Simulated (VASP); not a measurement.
# CaSe (Fm-3m) in VASP: further runs

CaSe is run at these levels: PBE; tasks: single point, relaxation of the atoms.

All numbers are computed with VASP 6.6.1; they aren't measurements. Logs are shortened: lines on timing, memory, paths and dates and some standing lists are left out, and cuts for length are marked.

## Step 1: The cell of the first run

The structure is cubic, space group Fm-3m (No. 225). The conventional cell has a = 5.912 Å, b = 5.912 Å, c = 5.912 Å, α = 90.00°, β = 90.00°, γ = 90.00°. Ca (site symmetry m-3m) has 6 Se at 2.96 Å within 3.9 Å. Within 3.9 Å of Se (site symmetry m-3m) lie 6 Ca at 2.96 Å.

## Step 2: Single point, PBE

Input file INCAR:

```
  PREC = Accurate
  ENCUT = 520
  EDIFF = 1E-6
  ISMEAR = -1
  SIGMA = 0.02
  LREAL = F
  LASPH = T
  NELM = 60
  ALGO = Normal
  ISIF = 2
  LWAVE = F
  LCHARG = T
  GGA = PE
  LELF = T
  LVHAR = T
  NBANDS = 15
```

Input file KPOINTS:

```
regular mesh
0
Gamma
  8 8 8
```

Input file POSCAR:

```
CaSe
1.0
    0.0000000000      2.9560000000      2.9560000000
    2.9560000000      0.0000000000      2.9560000000
    2.9560000000      2.9560000000      0.0000000000
Ca Se
1 1
Direct
    0.0000000000      0.0000000000      0.0000000000
    0.5000000000      0.5000000000      0.5000000000
```

Potentials or basis: VASP PAW PBE potentials, release 64 (Ca_sv, Se).

Command:

```
$ cat potpaw_PBE.64/Ca_sv/POTCAR potpaw_PBE.64/Se/POTCAR > POTCAR
$ mpirun -np 1 vasp_std > vasp.out
```

OUTCAR:

```text
PREC = Accurate
   ENCUT = 520
   EDIFF = 1E-6
   ISMEAR = -1
   LREAL = F
   LASPH = T
   NELM = 60
   ISIF = 2
   GGA = PE

 ion  position               nearest neighbor table
   1  0.000  0.000  0.000-   2 2.96   2 2.96   2 2.96   2 2.96   2 2.96   2 2.96
   2  0.500  0.500  0.500-   1 2.96   1 2.96   1 2.96   1 2.96   1 2.96   1 2.96

  LATTYP: Found a face centered cubic cell.
 ALAT       =     5.9120000000

  Lattice vectors:

 A1 = (   0.0000000000,   2.9560000000,   2.9560000000)
 A2 = (   2.9560000000,   0.0000000000,   2.9560000000)
 A3 = (   2.9560000000,   2.9560000000,   0.0000000000)

Analysis of symmetry for initial positions (statically):
=====================================================================
 Subroutine PRICEL returns:
 Original cell was already a primitive cell.

 Routine SETGRP: Setting up the symmetry group for a
 face centered cubic supercell.

 Subroutine GETGRP returns: Found 48 space group operations
 (whereof 48 operations were pure point group operations)
 out of a pool of 48 trial point group operations.

The static configuration has the point symmetry O_h .

Analysis of symmetry for dynamics (positions and initial velocities):
=====================================================================
 Subroutine PRICEL returns:
 Original cell was already a primitive cell.

 Routine SETGRP: Setting up the symmetry group for a
 face centered cubic supercell.

 Subroutine GETGRP returns: Found 48 space group operations
 (whereof 48 operations were pure point group operations)
 out of a pool of 48 trial point group operations.

The dynamic configuration has the point symmetry O_h .

 Subroutine INISYM returns: Found 48 space group operations
 (whereof 48 operations are pure point group operations),
 and found     1 'primitive' translations

----------------------------------------------------------------------------------------

                                     Primitive cell

  volume of cell :      51.6587

  direct lattice vectors                    reciprocal lattice vectors
     0.000000000  2.956000000  2.956000000    -0.169147497  0.169147497  0.169147497
     2.956000000  0.000000000  2.956000000     0.169147497 -0.169147497  0.169147497
     2.956000000  2.956000000  0.000000000     0.169147497  0.169147497 -0.169147497

  length of vectors
     4.180415290  4.180415290  4.180415290     0.292972058  0.292972058  0.292972058

  position of ions in fractional coordinates (direct lattice)
     0.000000000  0.000000000  0.000000000
     0.500000000  0.500000000  0.500000000

  ion indices of the primitive-cell ions
   primitive index   ion index
                 1           1
                 2           2

----------------------------------------------------------------------------------------

 KPOINTS: regular mesh

Automatic generation of k-mesh.
 Grid dimensions read from file:
 generate k-points for:    8    8    8

 Generating k-lattice:

  Cartesian coordinates                     Fractional coordinates (reciprocal lattice)
    -0.021143437  0.021143437  0.021143437     0.125000000  0.000000000  0.000000000
     0.021143437 -0.021143437  0.021143437     0.000000000  0.125000000  0.000000000
     0.021143437  0.021143437 -0.021143437     0.000000000  0.000000000  0.125000000

  Length of vectors
     0.036621507  0.036621507  0.036621507

  Shift w.r.t. Gamma in fractional coordinates (k-lattice)
     0.000000000  0.000000000  0.000000000

 Subroutine IBZKPT returns following result:
 ===========================================

 Found     29 irreducible k-points:

 Following reciprocal coordinates:
            Coordinates               Weight
  0.000000  0.000000  0.000000      1.000000
  0.125000  0.000000  0.000000      8.000000
  0.250000  0.000000  0.000000      8.000000
  0.375000  0.000000  0.000000      8.000000
  0.500000  0.000000  0.000000      4.000000
  0.125000  0.125000  0.000000      6.000000
[... 16 lines left out ...]
  0.500000  0.250000  0.125000     48.000000
 -0.375000  0.250000  0.125000     24.000000
 [... further k-points ...]
   k-points           NKPTS =     29   k-points in BZ     NKDIM =     29   number of bands    NBANDS=     15
   number of dos      NEDOS =    301   number of ions     NIONS =      2
   total plane-waves  NPLWV =  32768
   dimension x,y,z NGX =    32 NGY =   32 NGZ =   32
   dimension x,y,z NGXF=    64 NGYF=   64 NGZF=   64
   ions per type =               1   1
   NGX,Y,Z   is equivalent  to a cutoff of  12.73, 12.73, 12.73 a.u.
   NGXF,Y,Z  is equivalent  to a cutoff of  25.45, 25.45, 25.45 a.u.
 SYSTEM =  unknown system
   PREC   = accura    normal or accurate (medium, high low for compatibility)
   ISTART =      0    job   : 0-new  1-cont  2-samecut
   ICHARG =      2    charge: 1-file 2-atom 10-const
   ISPIN  =      1    spin polarized calculation?
   LNONCOLLINEAR =      F non collinear calculations
   LSORBIT =      F    spin-orbit coupling
   LASPH  =      T    aspherical Exc in radial PAW
   ENCUT  =  520.0 eV  38.22 Ry    6.18 a.u.   7.77  7.77  7.77*2*pi/ulx,y,z
   NELM   =     60;   NELMIN=  2; NELMDL= -5     # of ELM steps
   EDIFF  = 0.1E-05   stopping-criterion for ELM
   LREAL  =      F    real-space projection
   EDIFFG = 0.1E-04   stopping-criterion for IOM
   NSW    =      0    number of steps for IOM
   IBRION =     -1    ionic relax: 0-MD 1-quasi-New 2-CG
   NFREE  =      0    steps in history (QN), initial steepest desc. (CG)
   ISIF   =      2    stress and relaxation
   ISYM   =      2    0-nonsym 1-usesym 2-fastsym
   POTIM  = 0.5000    time-step for ionic-motion
   TEBEG  =    0.0;   TEEND  =   0.0 temperature during run
   PSTRESS=    0.0 pullay stress
   NELECT =      16.0000    total number of electrons
   NUPDOWN=      -1.0000    fix difference up-down
   EMIN   =  10.00;   EMAX   =-10.00  energy-range for DOS
   EFERMI =   0.00;   METHOD = LEGACY
   ISMEAR =    -1;   SIGMA  =   0.02  broadening in eV -4-tet -1-fermi 0-gaus
   EFERMI_NEDOS =   21; number of points for ismear=-14 and -15
   IALGO  =     38    algorithm
   IMIX   =      4    mixing-type and parameters
     AMIX     =   0.40;   BMIX     =  1.00
     AMIX_MAG =   1.60;   BMIX_MAG =  1.00
  volume/ion in A,a.u.               =      25.83       174.30
  Fermi-wavevector in a.u.,A,eV,Ry     =   1.107645  2.093145 16.692666  1.226876
  Thomas-Fermi vector in A             =   2.244161
   LORBIT       =      0    0 simple, 1 ext, 2 COOP (PROOUT), +10 PAW based schemes
   GGA     = PE    functional components
   LHFCALC =     F    Hartree Fock is set to
   AEXX    =    0.0000 exact exchange contribution
   IVDW    =     0    specifies the selected vdW correction
   LEPSILON=     F    determine dielectric tensor
   LRPA    =     F    only Hartree local field effects (RPA)
 non-spin polarized calculation
  energy-cutoff  :      520.00
  volume of cell :       51.66
 maximum number of plane-waves:      1411
   NGX = 15   NGY = 15   NGZ = 15

 number of electron      15.9999998 magnetization

 Free energy of the ion-electron system (eV)
  ---------------------------------------------------
  ext. energy  EPLUGINS =         0.00000000
  ---------------------------------------------------
  free energy    TOTEN  =        -9.47998083 eV

  energy without entropy =       -9.47998083  energy(sigma->0) =       -9.47998083

 E-fermi :   2.8542     XC(G=0):  -9.1623

 val. band max:        2.4581344565   @ k =   0.0000   0.0000   0.0000
 cond. band min:       4.4778290086   @ k =   0.5000   0.5000   0.0000
 fundamental gap:      2.0196945521
 Fermi energy:         2.8541823748

 k-point     1 :       0.0000    0.0000    0.0000
  band No.  band energies     occupation
      1     -37.2860      2.00000
      2     -18.2804      2.00000
      3     -18.2804      2.00000
      4     -18.2804      2.00000
      5      -9.3465      2.00000
      6       2.4581      2.00000
      7       2.4581      2.00000
      8       2.4581      2.00000
      9       5.8086      0.00000
     10       6.1638      0.00000
     11       6.1638      0.00000
     12       6.1638      0.00000
     13       6.7343      0.00000
     14       6.7343      0.00000
     15      12.1745      0.00000

 k-point     2 :       0.1250    0.0000    0.0000
  band No.  band energies     occupation
      1     -37.2850      2.00000
      2     -18.2977      2.00000
      3     -18.2815      2.00000
      4     -18.2815      2.00000
      5      -9.2532      2.00000
      6       1.6901      2.00000
      7       2.2172      2.00000
      8       2.2172      2.00000
      9       6.0707      0.00000
     10       6.3762      0.00000
     11       6.3762      0.00000
     12       6.7852      0.00000
     13       7.1417      0.00000
     14       7.1417      0.00000
     15      12.3438      0.00000

 k-point     3 :       0.2500    0.0000    0.0000
  band No.  band energies     occupation
      1     -37.2826      2.00000
      2     -18.3388      2.00000
      3     -18.2843      2.00000
      4     -18.2843      2.00000
      5      -9.0164      2.00000
      6       0.4513      2.00000
      7       1.7547      2.00000
      8       1.7547      2.00000
      9       6.1851      0.00000
     10       6.8946      0.00000
     11       6.8946      0.00000
     12       8.1378      0.00000
     13       8.1378      0.00000
     14       8.2036      0.00000
     15      11.8745      0.00000

 k-point     4 :       0.3750    0.0000    0.0000
  band No.  band energies     occupation
      1     -37.2802      2.00000
      2     -18.3792      2.00000
      3     -18.2870      2.00000
      4     -18.2870      2.00000
      5      -8.7596      2.00000
      6      -0.4851      2.00000
      7       1.3893      2.00000
      8       1.3894      2.00000
      9       6.5606      0.00000
     10       7.5727      0.00000
     11       7.5727      0.00000
     12       8.4508      0.00000
     13       9.2407      0.00000
     14       9.2407      0.00000
     15      11.4870      0.00000
[... 307 lines left out ...]
 k-point    22 :       0.3750    0.2500    0.1250
  band No.  band energies     occupation
      1     -37.2808      2.00000
      2     -18.3449      2.00000
      3     -18.3030      2.00000
      4     -18.2893      2.00000
      5      -8.8962      2.00000
      6       0.1380      2.00000
      7       1.4986      2.00000
      8       1.5513      2.00000
      9       5.8737      0.00000
     10       7.1421      0.00000
     11       7.6300      0.00000
     12       7.6521      0.00000
     13       8.2999      0.00000
     14      10.0458      0.00000
     15      11.0997      0.00000

 k-point    23 :       0.5000    0.2500    0.1250
  band No.  band energies     occupation
      1     -37.2789      2.00000
      2     -18.3652      2.00000
      3     -18.3116      2.00000
      4     -18.2941      2.00000
      5      -8.7310      2.00000
      6      -0.2362      2.00000
      7       1.0202      2.00000
      8       1.3076      2.00000
      9       6.3449      0.00000
     10       7.6707      0.00000
     11       7.9713      0.00000
     12       8.1292      0.00000
     13       8.6047      0.00000
     14      10.2127      0.00000
     15      10.5292      0.00000

 k-point    24 :      -0.3750    0.2500    0.1250
  band No.  band energies     occupation
      1     -37.2781      2.00000
      2     -18.3740      2.00000
      3     -18.3134      2.00000
      4     -18.2973      2.00000
      5      -8.6602      2.00000
      6      -0.3773      2.00000
      7       0.8261      2.00000
      8       1.2172      2.00000
      9       6.9366      0.00000
     10       7.2207      0.00000
     11       8.1872      0.00000
     12       8.4702      0.00000
     13       8.8120      0.00000
     14       9.6983      0.00000
     15      11.0850      0.00000

 [... further k-points ...]

------------------------ aborting loop because EDIFF is reached ----------------------------------------

  FORCE on cell =-STRESS in cart. coord.  units (eV):
  Direction    XX          YY          ZZ          XY          YZ          ZX
  --------------------------------------------------------------------------------------
  -------------------------------------------------------------------------------------
  Total        0.4343318      0.4343318      0.4343318      0.0000000     -0.0000000     -0.0000000
  in kB       13.4706602     13.4706602     13.4706602      0.0000000     -0.0000000     -0.0000000
  external PRESSURE =      13.4706602 kB  Pullay stress =       0.0000000 kB

 VOLUME and BASIS-vectors are now :
 -----------------------------------------------------------------------------
  energy-cutoff  :      520.00
  volume of cell :       51.66
      direct lattice vectors                 reciprocal lattice vectors
     0.000000000  2.956000000  2.956000000    -0.169147497  0.169147497  0.169147497
     2.956000000  0.000000000  2.956000000     0.169147497 -0.169147497  0.169147497
     2.956000000  2.956000000  0.000000000     0.169147497  0.169147497 -0.169147497

 POSITION                                       TOTAL-FORCE (eV/Angst)
 -----------------------------------------------------------------------------------
      0.00000      0.00000      0.00000         0.000000      0.000000      0.000000
      2.95600      2.95600      2.95600         0.000000     -0.000000     -0.000000
 -----------------------------------------------------------------------------------
    total drift:                                0.000000     -0.000000     -0.000000

  FREE ENERGIE OF THE ION-ELECTRON SYSTEM (eV)
  ---------------------------------------------------
  free  energy   TOTEN  =        -9.4799808281 eV

  energy  without entropy=       -9.4799808281  energy(sigma->0) =       -9.47998083
```

Wall time 19 s (1 thread of AMD EPYC 7R13 (Zen 3), shared host); peak memory 0.15 GiB.

What came out:

* Free energy: -9.4800 eV
* Pressure: 1.3 GPa
* Band gap on the k mesh: 2.02 eV (least direct gap 2.96 eV)

A k mesh can miss the band edges.

(Part 1 of 2 ends here.)
